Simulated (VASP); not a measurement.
# MgO (P-6m2) in VASP: further runs

Aim: see how the results for MgO move with the level of theory and the settings. Levels: PBEsol-based screened hybrid with 25 % exact exchange, r2SCAN0, r2SCANh, r2SCAN50. Tasks: single point.

Program: VASP 6.6.1. These are calculated values, not measurements. Logs are shortened: lines on timing, memory, paths and dates and some standing lists are left out, and cuts for length are marked.

### Step 1. The cell of the first run

The structure is hexagonal, space group P-6m2 (No. 187). Conventional cell: a = 2.938 Å, b = 2.938 Å, c = 2.680 Å, α = 90.00°, β = 90.00°, γ = 120.00°. Within 3.0 Å of Mg (site symmetry -6m2) lie 6 O at 2.16 Å and 8 Mg at 2.68 to 2.94 Å. Within 3.0 Å of O (site symmetry -6m2) lie 6 Mg at 2.16 Å and 8 O at 2.68 to 2.94 Å.

### Step 2. Single point, PBEsol-based screened hybrid with 25 % exact exchange

Contents of POSCAR:

```
MgO
1.0
    2.9380209034      0.0000000000      0.0000000000
   -1.4690104517      2.5444007392      0.0000000000
    0.0000000000      0.0000000000      2.6796800000
Mg O
1 1
Direct
    0.0000000000      0.0000000000      0.0000000000
    0.3333333333      0.6666666667      0.5000000000
```

Contents of INCAR.step1:

```
PREC = Accurate ; ENCUT = 520
EDIFF = 1E-5 ; ISMEAR = -1
SIGMA = 0.05 ; LREAL = F
LASPH = T ; NELM = 80
ALGO = Normal ; ISIF = 2
LWAVE = T ; GGA = PE
NBANDS = 11
```

Contents of INCAR.step2:

```
PREC = Accurate ; ENCUT = 520
EDIFF = 1E-6 ; ISMEAR = -1
SIGMA = 0.05 ; LREAL = F
LASPH = T ; NELM = 80
ALGO = Normal ; ISIF = 2
LWAVE = F ; LCHARG = T
GGA = PS ; LHFCALC = T
AEXX = 0.25 ; HFSCREEN = 0.207
PRECFOCK = Normal ; LELF = T
LVHAR = T ; ISTART = 1
NBANDS = 11
```

Contents of KPOINTS:

```
Automatic mesh
0
Gamma
  5 5 5
```

Potentials or basis: VASP PAW PBE potentials, release 64 (Mg, O).

Run with:

```bash
$ cat potpaw_PBE.64/Mg/POTCAR potpaw_PBE.64/O/POTCAR > POTCAR
$ cp INCAR.step1 INCAR
$ mpirun -np 1 vasp_std > vasp.out
$ cp INCAR.step2 INCAR
$ mpirun -np 1 vasp_std > vasp.out
```

OUTCAR:

```text
PREC = Accurate
   ENCUT = 520
   EDIFF = 1E-6
   ISMEAR = -1
   LREAL = F
   LASPH = T
   NELM = 80
   ISIF = 2
   GGA = PS
   LHFCALC = T
   AEXX = 0.25
   HFSCREEN = 0.207
   PRECFOCK = Normal
   ISTART = 1

 ion  position               nearest neighbor table
   1  0.000  0.000  0.000-   2 2.16   2 2.16   2 2.16   2 2.16   2 2.16   2 2.16
   2  0.333  0.667  0.500-   1 2.16   1 2.16   1 2.16   1 2.16   1 2.16   1 2.16

  LATTYP: Found a hexagonal cell.
 ALAT       =     2.9380209034
 C/A-ratio  =     0.9120697531

  Lattice vectors:

 A1 = (   2.9380209034,   0.0000000000,   0.0000000000)
 A2 = (  -1.4690104517,   2.5444007392,   0.0000000000)
 A3 = (   0.0000000000,   0.0000000000,   2.6796800000)

Analysis of symmetry for initial positions (statically):
=====================================================================
 Subroutine PRICEL returns:
 Original cell was already a primitive cell.

 Routine SETGRP: Setting up the symmetry group for a
 hexagonal supercell.

 Subroutine GETGRP returns: Found 12 space group operations
 (whereof 12 operations were pure point group operations)
 out of a pool of 24 trial point group operations.

The static configuration has the point symmetry D_3h.

Analysis of symmetry for dynamics (positions and initial velocities):
=====================================================================
 Subroutine PRICEL returns:
 Original cell was already a primitive cell.

 Routine SETGRP: Setting up the symmetry group for a
 hexagonal supercell.

 Subroutine GETGRP returns: Found 12 space group operations
 (whereof 12 operations were pure point group operations)
 out of a pool of 24 trial point group operations.

The dynamic configuration has the point symmetry D_3h.

 Subroutine INISYM returns: Found 12 space group operations
 (whereof 12 operations are pure point group operations),
 and found     1 'primitive' translations

----------------------------------------------------------------------------------------

                                     Primitive cell

  volume of cell :      20.0320

  direct lattice vectors                    reciprocal lattice vectors
     2.938020903  0.000000000  0.000000000     0.340365175  0.196509926  0.000000000
    -1.469010452  2.544400739  0.000000000     0.000000000  0.393019851  0.000000000
     0.000000000  0.000000000  2.679680000     0.000000000  0.000000000  0.373178887

  length of vectors
     2.938020903  2.938020903  2.679680000     0.393019851  0.393019851  0.373178887

  position of ions in fractional coordinates (direct lattice)
     0.000000000  0.000000000  0.000000000
     0.333333333  0.666666667  0.500000000

  ion indices of the primitive-cell ions
   primitive index   ion index
                 1           1
                 2           2

----------------------------------------------------------------------------------------

 KPOINTS: Automatic mesh

Automatic generation of k-mesh.
 Grid dimensions read from file:
 generate k-points for:    5    5    5

 Generating k-lattice:

  Cartesian coordinates                     Fractional coordinates (reciprocal lattice)
     0.068073035  0.039301985  0.000000000     0.200000000 -0.000000000  0.000000000
     0.000000000  0.078603970  0.000000000     0.000000000  0.200000000  0.000000000
     0.000000000  0.000000000  0.074635777     0.000000000  0.000000000  0.200000000

  Length of vectors
     0.078603970  0.078603970  0.074635777

  Shift w.r.t. Gamma in fractional coordinates (k-lattice)
     0.000000000  0.000000000  0.000000000

 Subroutine IBZKPT returns following result:
 ===========================================

 Found     15 irreducible k-points:

 Following reciprocal coordinates:
            Coordinates               Weight
  0.000000  0.000000  0.000000      1.000000
  0.200000  0.000000  0.000000      6.000000
  0.400000  0.000000  0.000000      6.000000
  0.200000  0.200000  0.000000      6.000000
  0.400000  0.200000  0.000000      6.000000
  0.000000  0.000000  0.200000      2.000000
  0.200000  0.000000  0.200000     12.000000
  0.400000  0.000000  0.200000     12.000000
  0.200000  0.200000  0.200000     12.000000
  0.400000  0.200000  0.200000     12.000000
  0.000000  0.000000  0.400000      2.000000
  0.200000  0.000000  0.400000     12.000000
  0.400000  0.000000  0.400000     12.000000
  0.200000  0.200000  0.400000     12.000000
  0.400000  0.200000  0.400000     12.000000
   k-points           NKPTS =     15   k-points in BZ     NKDIM =    125   number of bands    NBANDS=     11
   number of dos      NEDOS =    301   number of ions     NIONS =      2
   total plane-waves  NPLWV =  11520
   dimension x,y,z NGX =    24 NGY =   24 NGZ =   20
   dimension x,y,z NGXF=    48 NGYF=   48 NGZF=   40
   ions per type =               1   1
   NGX,Y,Z   is equivalent  to a cutoff of  13.58, 13.58, 12.41 a.u.
   NGXF,Y,Z  is equivalent  to a cutoff of  27.16, 27.16, 24.82 a.u.
 SYSTEM =  unknown system
   PREC   = accura    normal or accurate (medium, high low for compatibility)
   ISTART =      1    job   : 0-new  1-cont  2-samecut
   ICHARG =      0    charge: 1-file 2-atom 10-const
   ISPIN  =      1    spin polarized calculation?
   LNONCOLLINEAR =      F non collinear calculations
   LSORBIT =      F    spin-orbit coupling
   LASPH  =      T    aspherical Exc in radial PAW
   ENCUT  =  520.0 eV  38.22 Ry    6.18 a.u.   5.46  5.46  4.98*2*pi/ulx,y,z
   NELM   =     80;   NELMIN=  2; NELMDL=  0     # of ELM steps
   EDIFF  = 0.1E-05   stopping-criterion for ELM
   LREAL  =      F    real-space projection
   EDIFFG = 0.1E-04   stopping-criterion for IOM
   NSW    =      0    number of steps for IOM
   IBRION =     -1    ionic relax: 0-MD 1-quasi-New 2-CG
   NFREE  =      0    steps in history (QN), initial steepest desc. (CG)
   ISIF   =      2    stress and relaxation
   ISYM   =      3    0-nonsym 1-usesym 2-fastsym
   POTIM  = 0.5000    time-step for ionic-motion
   TEBEG  =    0.0;   TEEND  =   0.0 temperature during run
   PSTRESS=    0.0 pullay stress
   NELECT =       8.0000    total number of electrons
   NUPDOWN=      -1.0000    fix difference up-down
   EMIN   =  10.00;   EMAX   =-10.00  energy-range for DOS
   EFERMI =   0.00;   METHOD = LEGACY
   ISMEAR =    -1;   SIGMA  =   0.05  broadening in eV -4-tet -1-fermi 0-gaus
   EFERMI_NEDOS =   21; number of points for ismear=-14 and -15
   IALGO  =     38    algorithm
   IMIX   =      1    mixing-type and parameters
     AMIX     =   0.40;   BMIX     =  1.00
     AMIX_MAG =   1.60;   BMIX_MAG =  1.00
  volume/ion in A,a.u.               =      10.02        67.59
  Fermi-wavevector in a.u.,A,eV,Ry     =   1.205583  2.278221 19.775115  1.453430
  Thomas-Fermi vector in A             =   2.341275
   LORBIT       =      0    0 simple, 1 ext, 2 COOP (PROOUT), +10 PAW based schemes
   GGA     = PS    functional components
   LHFCALC =     T    Hartree Fock is set to
   PRECFOCK=normal    Normal, Fast or Accurate (Low or Medium for compatibility)
   ENCUT4O =  -1.0   cutoff for four orbital integrals eV
   NKREDX  =     1    reduce k-point grid by
   NKREDY  =     1    reduce k-point grid by
   NKREDZ  =     1    reduce k-point grid by
   AEXX    =    0.2500 exact exchange contribution
   HFSCREEN=    0.2070 screening length (either q_TF or 0.3 A-1)
   HFSCREENC=   0.2070 screening length for correlation (either q_TF or 0.3 A-1)
   ENCUTFOCK=  -1.0 apply spherical cutoff to Coloumb kernel
   IVDW    =     0    specifies the selected vdW correction
   LEPSILON=     F    determine dielectric tensor
   LRPA    =     F    only Hartree local field effects (RPA)
 non-spin polarized calculation
  energy-cutoff  :      520.00
  volume of cell :       20.03
 maximum number of plane-waves:       562
 NGX is ok and might be reduce to    24
  NGX = 18; NGY = 18; NGZ = 16

 number of electron       7.9999996 magnetization

 Free energy of the ion-electron system (eV)
  ---------------------------------------------------
  ext. energy  EPLUGINS =         0.00000000
  ---------------------------------------------------
  free energy    TOTEN  =       -13.91198656 eV

  energy without entropy =      -13.91198656  energy(sigma->0) =      -13.91198656

 E-fermi :   3.1779     XC(G=0):  -8.9807

 val. band max:        2.0215144785   @ k =   0.4000   0.2000   0.0000
 cond. band min:       6.5427260328   @ k =   0.0000   0.0000   0.0000
 fundamental gap:      4.5212115543
 Fermi energy:         3.1778653476

 k-point     1 :       0.0000    0.0000    0.0000
  band No.  band energies     occupation
      1     -16.9122      2.00000
      2       1.4067      2.00000
      3       1.4067      2.00000
      4       1.6064      2.00000
      5       6.5427      0.00000
      6      15.6007      0.00000
      7      19.4320      0.00000
      8      19.4320      0.00000
      9      23.7134      0.00000
     10      25.1147      0.00000
     11      26.7919      0.00000

 k-point     2 :       0.2000    0.0000    0.0000
  band No.  band energies     occupation
      1     -16.5652      2.00000
      2      -0.6036      2.00000
      3       1.1165      2.00000
      4       1.7330      2.00000
      5       8.4012      0.00000
      6      15.2220      0.00000
      7      17.6762      0.00000
      8      20.4498      0.00000
      9      24.3607      0.00000
     10      25.0766      0.00000
     11      27.4936      0.00000

 k-point     3 :       0.4000    0.0000    0.0000
  band No.  band energies     occupation
      1     -15.9298      2.00000
      2      -2.8562      2.00000
      3       0.6872      2.00000
      4       1.9503      2.00000
      5      10.0904      0.00000
      6      14.3889      0.00000
      7      17.2990      0.00000
      8      21.8342      0.00000
      9      23.0381      0.00000
     10      25.4805      0.00000
     11      29.3768      0.00000
[... 141 lines left out ...]
 k-point    14 :       0.2000    0.2000    0.4000
  band No.  band energies     occupation
      1     -15.2707      2.00000
      2      -2.0810      2.00000
      3      -0.7974      2.00000
      4       0.7894      2.00000
      5      10.5217      0.00000
      6      15.7865      0.00000
      7      16.8784      0.00000
      8      18.6394      0.00000
      9      20.5304      0.00000
     10      25.3772      0.00000
     11      27.9029      0.00000

 k-point    15 :       0.4000    0.2000    0.4000
  band No.  band energies     occupation
      1     -15.0219      2.00000
      2      -1.5416      2.00000
      3      -1.4022      2.00000
      4       0.1346      2.00000
      5      10.0320      0.00000
      6      15.1176      0.00000
      7      17.0905      0.00000
      8      18.8427      0.00000
      9      20.4700      0.00000
     10      25.7071      0.00000
     11      27.9550      0.00000

------------------------ aborting loop because EDIFF is reached ----------------------------------------

  FORCE on cell =-STRESS in cart. coord.  units (eV):
  Direction    XX          YY          ZZ          XY          YZ          ZX
  --------------------------------------------------------------------------------------
  -------------------------------------------------------------------------------------
  Total       -1.0136015     -1.0136015     -1.2180180      0.0000000      0.0000000      0.0000000
  in kB      -81.0689419    -81.0689419    -97.4183961      0.0000000      0.0000000      0.0000000
  external PRESSURE =     -86.5187600 kB  Pullay stress =       0.0000000 kB

 VOLUME and BASIS-vectors are now :
 -----------------------------------------------------------------------------
  energy-cutoff  :      520.00
  volume of cell :       20.03
      direct lattice vectors                 reciprocal lattice vectors
     2.938020903  0.000000000  0.000000000     0.340365175  0.196509926  0.000000000
    -1.469010452  2.544400739  0.000000000     0.000000000  0.393019851  0.000000000
     0.000000000  0.000000000  2.679680000     0.000000000  0.000000000  0.373178887

 POSITION                                       TOTAL-FORCE (eV/Angst)
 -----------------------------------------------------------------------------------
      0.00000      0.00000      0.00000         0.000000      0.000000      0.000000
     -0.00000      1.69627      1.33984         0.000000      0.000000      0.000000
 -----------------------------------------------------------------------------------
    total drift:                               -0.000001      0.000000     -0.000000

  FREE ENERGIE OF THE ION-ELECTRON SYSTEM (eV)
  ---------------------------------------------------
  free  energy   TOTEN  =       -13.9119865616 eV

  energy  without entropy=      -13.9119865616  energy(sigma->0) =      -13.91198656
```

Run time: 6.3 min. Hardware: 1 thread of Intel Xeon 8259CL, shared host; peak memory 0.25 GiB.

What came out:

```
Free energy            : -13.9120 eV
Pressure               : -8.7 GPa
Band gap on the k mesh : 4.52 eV (least direct gap 4.94 eV)
```

Levels at points of the mesh, in eV from the valence-band top:
```tsv
k point	band 2	band 3	band 4	band 5	band 6	band 7
(0.00, 0.00, 0.00)	-0.61	-0.61	-0.42	4.52	13.58	17.41
```

Caveat: the k points lie up to 0.49 Å⁻¹ apart; the PAW data sets were made with another functional, which shifts forces and pressure a little.

### Step 3. Single point, r2SCAN0

POSCAR is that of step 2.

Contents of INCAR.step1:

```
SYSTEM = MgO
PREC = Accurate
ENCUT = 520
EDIFF = 1E-5
ISMEAR = -1
SIGMA = 0.05
LREAL = .False.
LASPH = .True.
NELM = 60
ALGO = Normal
ISIF = 2
LWAVE = .True.
NBANDS = 11
GGA = PE
```

Contents of INCAR.step2:

```
SYSTEM = MgO
PREC = Accurate
ENCUT = 520
EDIFF = 1E-6
ISMEAR = -1
SIGMA = 0.05
LREAL = .False.
LASPH = .True.
NELM = 60
ALGO = Normal
ISIF = 2
LWAVE = .False.
LCHARG = .True.
METAGGA = R2SCAN
LHFCALC = .True.
AEXX = 0.25
LMIXTAU = .True.
PRECFOCK = Normal
LELF = .True.
LVHAR = .True.
NBANDS = 11
ISTART = 1
```

Contents of KPOINTS:

```
Automatic mesh
0
Gamma
  5 5 5
  0 0 0
```

Potentials or basis: VASP PAW PBE potentials, release 64 (Mg, O).

Run with:

```bash
$ cat potpaw_PBE.64/Mg/POTCAR potpaw_PBE.64/O/POTCAR > POTCAR
$ cp INCAR.step1 INCAR
$ mpirun -np 1 vasp_std > vasp.out
$ cp INCAR.step2 INCAR
$ mpirun -np 1 vasp_std > vasp.out
```

Run time: 9.1 min. Hardware: 1 thread of Intel Xeon 8259CL, shared host; peak memory 0.15 GiB.

It converged, with:

```
Free energy            : -17.1917 eV
Pressure               : -9.3 GPa
Band gap on the k mesh : 5.85 eV (least direct gap 6.27 eV)
```

Stress tensor (GPa, compression positive):
```
 -8.67   0.00   0.00
  0.00  -8.67   0.00
  0.00   0.00 -10.55
```

Levels at points of the mesh, in eV from the valence-band top:
```csv
k point,band 1,band 2,band 3,band 4,band 5,band 6,band 7,band 8
"(0.00, 0.00, 0.00)",-19.61,-0.62,-0.62,-0.42,5.85,15.17,18.96,18.96
```

Caveat: the k points lie up to 0.49 Å⁻¹ apart; the PAW data sets were made with another functional, which shifts forces and pressure a little. A k mesh can miss the band edges.

[end of part 1 of 2]
